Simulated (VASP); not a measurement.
# B2Se (Pmna) in VASP: relaxation of cell and atoms with PBE

Aim: the relaxation of cell and atoms of B2Se with PBE.

Program: VASP 6.6.1. These are calculated values, not measurements. Logs are shortened: lines on timing, memory, paths and dates and some standing lists are left out, and cuts for length are marked.

## 1. The cell of the first run

The structure is orthorhombic, space group Pmna (No. 53). The conventional cell has a = 3.983 Å, b = 5.654 Å, c = 4.273 Å, α = 90.00°, β = 90.00°, γ = 90.00°. Within 2.7 Å of B (site symmetry m) lie 3 Se at 2.01 to 2.54 Å and 2 B at 2.12 Å. Within 2.7 Å of Se (site symmetry 2/m) lie 6 B at 2.01 to 2.54 Å.

The cell was generated, and may not be a known phase.

## 2. Relaxation of cell and atoms, PBE

INCAR

```
SYSTEM = B2Se
PREC = Accurate
ENCUT = 600
EDIFF = 1E-6
ISMEAR = 0
SIGMA = 0.1
LREAL = .FALSE.
LASPH = .TRUE.
NELM = 60
ALGO = Normal
ISIF = 3
LWAVE = .FALSE.
LCHARG = .FALSE.
GGA = PE
IBRION = 2
NSW = 90
EDIFFG = -0.04
```

KPOINTS

```
regular mesh
0
G
  4 4 4
  0 0 0
```

POSCAR

```
B2Se
1.0
    3.9833491791      0.0000000000      0.0000000000
    0.0000000000      5.6539955819      0.0000000000
    0.0000000000      0.0000000000      4.2732506256
B Se
4 2
Direct
    0.5000000000      0.2500000000      0.1666666667
    0.0000000000      0.2500000000      0.3333333333
    0.0000000000      0.7500000000      0.6666666667
    0.5000000000      0.7500000000      0.8333333333
    0.0000000000      0.5000000000      0.0000000000
    0.5000000000      0.5000000000      0.5000000000
```

Potentials or basis: VASP PAW PBE potentials, release 64 (B, Se).

On the command line:

```
cat potpaw_PBE.64/B/POTCAR potpaw_PBE.64/Se/POTCAR > POTCAR
mpirun -np 1 vasp_std > vasp.out
```

OUTCAR:

```text
SYSTEM = B2Se
   PREC = Accurate
   ENCUT = 600
   EDIFF = 1E-6
   ISMEAR = 0
   LREAL = .FALSE.
   LASPH = .TRUE.
   NELM = 60
   ISIF = 3
   GGA = PE
   IBRION = 2
   NSW = 90
   EDIFFG = -0.04

 ion  position               nearest neighbor table
   1  0.500  0.250  0.167-   6 2.01   2 2.12   2 2.12
   2  0.000  0.250  0.333-   5 2.01   1 2.12   1 2.12
   3  0.000  0.750  0.667-   5 2.01   4 2.12   4 2.12
   4  0.500  0.750  0.833-   6 2.01   3 2.12   3 2.12
   5  0.000  0.500  0.000-   2 2.01   3 2.01
   6  0.500  0.500  0.500-   1 2.01   4 2.01

  LATTYP: Found a simple orthorhombic cell.
 ALAT       =     3.9833491791
 B/A-ratio  =     1.0727783163
 C/A-ratio  =     1.4194074704

  Lattice vectors:

 A1 = (  -3.9833491791,   0.0000000000,   0.0000000000)
 A2 = (   0.0000000000,   0.0000000000,   4.2732506256)
 A3 = (   0.0000000000,   5.6539955819,   0.0000000000)

Analysis of symmetry for initial positions (statically):
=====================================================================
 Subroutine PRICEL returns:
 Original cell was already a primitive cell.

 Routine SETGRP: Setting up the symmetry group for a
 simple orthorhombic supercell.

 Subroutine GETGRP returns: Found  8 space group operations
 (whereof  4 operations were pure point group operations)
 out of a pool of  8 trial point group operations.

The static configuration has the point symmetry C_2h.
 The point group associated with its full space group is D_2h.

Analysis of symmetry for dynamics (positions and initial velocities):
=====================================================================
 Subroutine PRICEL returns:
 Original cell was already a primitive cell.

 Routine SETGRP: Setting up the symmetry group for a
 simple orthorhombic supercell.

 Subroutine GETGRP returns: Found  8 space group operations
 (whereof  4 operations were pure point group operations)
 out of a pool of  8 trial point group operations.

The dynamic configuration has the point symmetry C_2h.
 The point group associated with its full space group is D_2h.

 Subroutine INISYM returns: Found  8 space group operations
 (whereof  4 operations are pure point group operations),
 and found     1 'primitive' translations

----------------------------------------------------------------------------------------

[... 93 lines left out ...]
   ICHARG =      2    charge: 1-file 2-atom 10-const
   ISPIN  =      1    spin polarized calculation?
   LNONCOLLINEAR =      F non collinear calculations
   LSORBIT =      F    spin-orbit coupling
   LASPH  =      T    aspherical Exc in radial PAW
   ENCUT  =  600.0 eV  44.10 Ry    6.64 a.u.   7.96 11.29  8.53*2*pi/ulx,y,z
   NELM   =     60;   NELMIN=  2; NELMDL= -5     # of ELM steps
   EDIFF  = 0.1E-05   stopping-criterion for ELM
   LREAL  =      F    real-space projection
   EDIFFG = -.4E-01   stopping-criterion for IOM
   NSW    =     90    number of steps for IOM
   IBRION =      2    ionic relax: 0-MD 1-quasi-New 2-CG
   NFREE  =      1    steps in history (QN), initial steepest desc. (CG)
   ISIF   =      3    stress and relaxation
   ISYM   =      2    0-nonsym 1-usesym 2-fastsym
   POTIM  = 0.5000    time-step for ionic-motion
   TEBEG  =    0.0;   TEEND  =   0.0 temperature during run
   PSTRESS=    0.0 pullay stress
   NELECT =      24.0000    total number of electrons
   NUPDOWN=      -1.0000    fix difference up-down
   EMIN   =  10.00;   EMAX   =-10.00  energy-range for DOS
   EFERMI =   0.00;   METHOD = LEGACY
   ISMEAR =     0;   SIGMA  =   0.10  broadening in eV -4-tet -1-fermi 0-gaus
   EFERMI_NEDOS =   21; number of points for ismear=-14 and -15
   IALGO  =     38    algorithm
   IMIX   =      4    mixing-type and parameters
     AMIX     =   0.40;   BMIX     =  1.00
     AMIX_MAG =   1.60;   BMIX_MAG =  1.00
  volume/ion in A,a.u.               =      16.04       108.24
  Fermi-wavevector in a.u.,A,eV,Ry     =   1.030444  1.947257 14.446876  1.061815
  Thomas-Fermi vector in A             =   2.164543
   LORBIT       =      0    0 simple, 1 ext, 2 COOP (PROOUT), +10 PAW based schemes
   GGA     = PE    functional components
   LHFCALC =     F    Hartree Fock is set to
   AEXX    =    0.0000 exact exchange contribution
   IVDW    =     0    specifies the selected vdW correction
   LEPSILON=     F    determine dielectric tensor
   LRPA    =     F    only Hartree local field effects (RPA)
 conjugate gradient relaxation of ions
 non-spin polarized calculation
 Gauss-broadening in eV      SIGMA  =   0.10
  energy-cutoff  :      600.00
  volume of cell :       96.24
 maximum number of plane-waves:      3240
 NGX is ok and might be reduce to    32
   NGX = 15   NGY = 23   NGZ = 17

--------------------------------------- Ionic step        1  -------------------------------------------

 number of electron      23.9999997 magnetization

 Free energy of the ion-electron system (eV)
  ---------------------------------------------------
  ext. energy  EPLUGINS =         0.00000000
  ---------------------------------------------------
  free energy    TOTEN  =       -21.12447957 eV

  energy without entropy =      -21.11777800  energy(sigma->0) =      -21.12112879

------------------------ aborting loop because EDIFF is reached ----------------------------------------

  FORCE on cell =-STRESS in cart. coord.  units (eV):
  Direction    XX          YY          ZZ          XY          YZ          ZX
  --------------------------------------------------------------------------------------
  -------------------------------------------------------------------------------------
  Total       -5.3571532      2.8183600      8.7293968      0.0000000      0.0000000      0.0000000
  in kB      -89.1830744     46.9185772    145.3224167      0.0000000      0.0000000      0.0000000
  external PRESSURE =      34.3526398 kB  Pullay stress =       0.0000000 kB
[... 1022 lines left out ...]
      5      -2.6971      2.00000
      6      -2.6971      2.00000
[... 8 lines left out ...]
     15       6.2134      0.00000
     16       6.2134      0.00000

 [... further k-points ...]

[... ionic steps 4 to 54 ...]

--------------------------------------- Ionic step       55  -------------------------------------------

 number of electron      24.0000000 magnetization

------------------------ aborting loop because EDIFF is reached ----------------------------------------
[... 75 lines left out ...]
--------------------------------------- Ionic step       57  -------------------------------------------

 number of electron      24.0000000 magnetization

 Free energy of the ion-electron system (eV)
  ---------------------------------------------------
  ext. energy  EPLUGINS =         0.00000000
  ---------------------------------------------------
  free energy    TOTEN  =       -30.73044004 eV

  energy without entropy =      -30.72247072  energy(sigma->0) =      -30.72645538

 E-fermi :   5.2681     XC(G=0): -10.5522

 val. band max:        5.1931585601   @ k =   0.2500   0.2500   0.2500
 cond. band min:       5.3046156799   @ k =   0.0000   0.0000   0.2500
 fundamental gap:      0.1114571198
 Fermi energy:         5.2681322651
[... 489 lines left out ...]
  FREE ENERGIE OF THE ION-ELECTRON SYSTEM (eV)
  ---------------------------------------------------
  free  energy   TOTEN  =       -30.7304400406 eV

  energy  without entropy=      -30.7224707235  energy(sigma->0) =      -30.72645538

 reached required accuracy - stopping structural energy minimisation
```

It took 16 min on 1 thread of Intel Xeon 6975P-C (Granite Rapids), shared host; peak memory 0.27 GiB.

What came out:

```
Free energy                           : -30.7304 eV
Relaxed volume                        : 12.83 Å³/atom
Relaxed cell                          : a = 3.052 Å, b = 3.564 Å, c = 7.078 Å, α = 90.00°, β = 90.00°, γ = 90.00°
Space group after relaxing (to 0.1 Å) : Cmmm (No. 65)
Pressure after relaxing               : 0.2 GPa
Largest force after relaxing          : 0.038 eV/Å
Band gap on the k mesh                : zero (bands 12 and 13 overlap by 1.94 eV)
```

Forces on the atoms (eV/Å):
```
B    0.000 -0.034  0.018
B    0.000 -0.034 -0.018
B    0.000  0.034  0.018
B    0.000  0.034 -0.018
Se   0.000  0.000  0.000
Se   0.000  0.000  0.000
```

Stress tensor (GPa, compression positive):
```
0.16 0.00 0.00
0.00 0.01 0.00
0.00 0.00 0.30
```

Final structure:
```cif
data_structure
_symmetry_space_group_name_H-M 'P 1'
_symmetry_Int_Tables_number 1
_cell_length_a 3.0518
_cell_length_b 3.5638
_cell_length_c 7.0778
_cell_angle_alpha 90.000
_cell_angle_beta 90.000
_cell_angle_gamma 90.000
_cell_volume 76.98
loop_
_atom_site_label
_atom_site_type_symbol
_atom_site_fract_x
_atom_site_fract_y
_atom_site_fract_z
_atom_site_occupancy
B1 B 0.50000 0.00360 0.28844 1
B2 B 0.00000 0.00360 0.21156 1
B3 B 0.00000 0.99640 0.78844 1
B4 B 0.50000 0.99640 0.71156 1
Se1 Se 0.00000 0.50000 0.00000 1
Se2 Se 0.50000 0.50000 0.50000 1
```

Levels at points of the mesh, in eV from the Fermi level:
| k point | band 9 | band 10 | band 11 | band 12 | band 13 | band 14 | band 15 | band 16 |
| --- | --- | --- | --- | --- | --- | --- | --- | --- |
| (0.00, 0.00, 0.00) | -2.62 | -1.88 | -1.46 | -0.93 | 0.63 | 1.88 | 1.90 | 3.29 |
| (0.50, 0.00, 0.00) | -3.03 | -3.03 | -2.12 | -2.12 | 1.30 | 1.30 | 1.50 | 1.50 |
| (0.00, 0.50, 0.00) | -2.42 | -2.19 | -1.69 | -0.87 | 0.74 | 1.22 | 5.01 | 5.98 |
| (0.50, 0.50, 0.00) | -4.63 | -4.63 | -4.55 | -4.55 | 1.21 | 1.21 | 2.80 | 2.80 |
| (0.00, 0.00, 0.50) | -3.06 | -3.06 | 0.83 | 0.83 | 1.24 | 1.24 | 1.31 | 1.31 |
| (0.50, 0.00, 0.50) | -3.02 | -3.02 | -1.28 | -1.28 | 0.85 | 0.85 | 1.34 | 1.34 |
| (0.00, 0.50, 0.50) | -2.56 | -2.56 | 0.97 | 0.97 | 2.31 | 2.31 | 2.78 | 2.78 |
| (0.50, 0.50, 0.50) | -4.07 | -4.07 | -3.41 | -3.41 | 0.29 | 0.29 | 1.06 | 1.06 |

Caveat: the k points lie up to 0.51 Å⁻¹ apart in the final cell, too coarse for converged energies and pressures of a metal; the volume moved by over 15 % at a fixed basis, so the end points are rough.

The gap in the log of VASP goes by the Fermi energy; the results here count the filled bands.